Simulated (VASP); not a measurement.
Input of a VASP 6.6.1 run:

File INCAR:

```
PREC = Accurate ; ENCUT = 520
EDIFF = 1E-6 ; ISMEAR = 0
SIGMA = 0.15 ; LREAL = F
LASPH = T ; NELM = 150
ALGO = Normal ; ISIF = 2
LWAVE = F ; LCHARG = F
ISPIN = 2 ; MAGMOM = 0 0 0.125 0.125
LORBIT = 11 ; NUPDOWN = 0.25
LMAXMIX = 4 ; GGA = CA
NBANDS = 28
```

KPOINTS

```
Automatic mesh
0
Gamma
  12 12 8
```

POSCAR

```
TePt
1.0
    4.1982985890      0.0000000000      0.0000000000
   -2.0991492945      3.6358332308      0.0000000000
    0.0000000000      0.0000000000      5.5040740097
Te Pt
2 2
Direct
    0.3333333333      0.6666666667      0.2500000000
    0.6666666667      0.3333333333      0.7500000000
    0.0000000000      0.0000000000      0.0000000000
    0.0000000000      0.0000000000      0.5000000000
```

Potentials or basis: VASP PAW LDA potentials, release 64 (Te, Pt).

Run with:

```bash
$ cat potpaw_LDA.64/Te/POTCAR potpaw_LDA.64/Pt/POTCAR > POTCAR
$ mpirun -np 1 vasp_std > vasp.out
```

Task: What does it give for the pressure?

Result: 0.3 GPa.

Caveat: the total moment is fixed, so each spin has its own Fermi level.
